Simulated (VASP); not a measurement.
A run of VASP 6.6.1 is set up as follows.

INCAR

```
ALGO = Normal
EDIFF = 1E-7
EDIFFG = -0.005
ENCUT = 600
GGA = PE
IBRION = 2
ISIF = 3
ISMEAR = -1
LASPH = True
LCHARG = False
LREAL = False
LWAVE = False
NELM = 60
NSW = 60
PREC = Accurate
SIGMA = 0.08
```

KPOINTS

```
k-points
0
Gamma
  16 16 16
```

Contents of POSCAR:

```
Nb
1.0
    0.0000000000      2.0849260709      2.0849260709
    2.0849260709      0.0000000000      2.0849260709
    2.0849260709      2.0849260709      0.0000000000
Nb
1
Direct
    0.0000000000      0.0000000000      0.0000000000
```

Potentials or basis: VASP PAW PBE potentials, release 64 (Nb_sv).

Launch:

```bash
$ cat potpaw_PBE.64/Nb_sv/POTCAR > POTCAR
$ mpirun -np 1 vasp_std > vasp.out
```

Problem. Estimate the relaxed cell.

Solution. a = 2.981 Å, b = 2.981 Å, c = 2.981 Å, α = 60.00°, β = 60.00°, γ = 60.00°.

Problem. Predict the relaxed volume.

Solution. 18.74 Å³/atom.

Problem. Predict the space group after relaxing (to 0.05 Å).

Solution. Fm-3m (No. 225).

Step by step:
| step | energy change (eV) | largest force (eV/Å) | pressure (GPa) | volume (Å³) |
| --- | --- | --- | --- | --- |
| 1 | 0.0000 | 0.0000 | 5.82 | 18.13 |
| 2 | 0.0232 | 0.0000 | -8.88 | 19.91 |
| 3 | -0.0108 | 0.0000 | -0.09 | 18.75 |
| 4 | -0.0108 | 0.0000 | 0.02 | 18.74 |
